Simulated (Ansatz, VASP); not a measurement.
**C in VASP and in Ansatz**

```
C
1.0
     2.56470    0.00000    0.00000
    -1.28235    2.22110    0.00000
     0.00000    0.00000   12.11840
C
12
Direct
  0.00000 0.00000 0.18686
  0.00000 0.00000 0.68686
  0.00000 0.00000 0.31314
  0.00000 0.00000 0.81314
  0.33333 0.66667 0.52077
  0.66667 0.33333 0.02077
  0.33333 0.66667 0.97923
  0.66667 0.33333 0.47923
  0.33333 0.66667 0.64510
  0.66667 0.33333 0.14510
  0.33333 0.66667 0.85490
  0.66667 0.33333 0.35490
```

Alike in both runs: task single point; functional PBE; k mesh 12 × 12 × 2; occupations gaussian, width 0.05 eV; no spin polarisation.

|  | VASP | Ansatz |
| --- | --- | --- |
| version | VASP 6.6.1 | Ansatz 0.2.0 |
| potentials or method | VASP PAW PBE potentials, release 64 (C), cutoff 520 eV | scalar-relativistic, plane waves, PAW |
| valence electrons in the cell | 48 | 48 |

Ansatz gave:

```
gap on the k mesh at the Fermi level (eV)                     : 4.02
least direct gap on the mesh (eV)                             : 4.88
pressure (GPa)                                                : -2.9
traceless stress, the component that is largest in VASP (GPa) : 33.59
rms of the force components (eV/Å)                            : 0.107
```

Q: Estimate VASP's values.

A: gap on the k mesh at the Fermi level (eV): 4.01; least direct gap on the mesh (eV): 4.87; pressure (GPa): -2.3; traceless stress, the component that is largest in VASP (GPa): 33.78; rms of the force components (eV/Å): 0.114.

Atom by atom the forces differ by 0.007 eV/Å (rms over components). With one functional, cell and mesh, what is left measures potentials, basis and numerics.
